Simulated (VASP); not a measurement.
Runs of VASP 6.6.1 on TaBi (CsCl type). The structure is that of space group Pm-3m (No. 221), or close to it. The cells are those of the table. 

| task | cell | cutoff (eV) | gap on the mesh (eV) | pressure (GPa) |
| --- | --- | --- | --- | --- |
| single point | a = 2.964 Å, 2 atoms | 520 | none | 202.8 |
| relaxation of cell and atoms | relaxed to 200 GPa from a = 3.021 Å, 2 atoms | 600 | none | 200.0 |
| single point | a = 2.966 Å, 2 atoms | 520 | none | (a) |
| relaxation of cell and atoms | relaxed to 200 GPa from a = 2.966 Å, 2 atoms | 600 | none | 200.0 |

Alike in all rows: level PBE; potentials or basis VASP PAW PBE potentials, release 64 (Ta_pv, Bi_d); no spin polarisation; k mesh 13 × 13 × 13; smearing fermi-dirac 0.1 eV.

**Question.** Fill in the values left out.

**Answer.** (a) 201.4.

Caveats: spin-orbit coupling is left out, which moves the levels of the heavy elements; the cell is relaxed towards a set pressure, so the enthalpy falls and the energy may rise (some runs).

A k mesh can miss the band edges, and the runs leave out spin-orbit coupling on Bi, Ta.

A gap of «none» marks levels without a gap at the run's occupations.
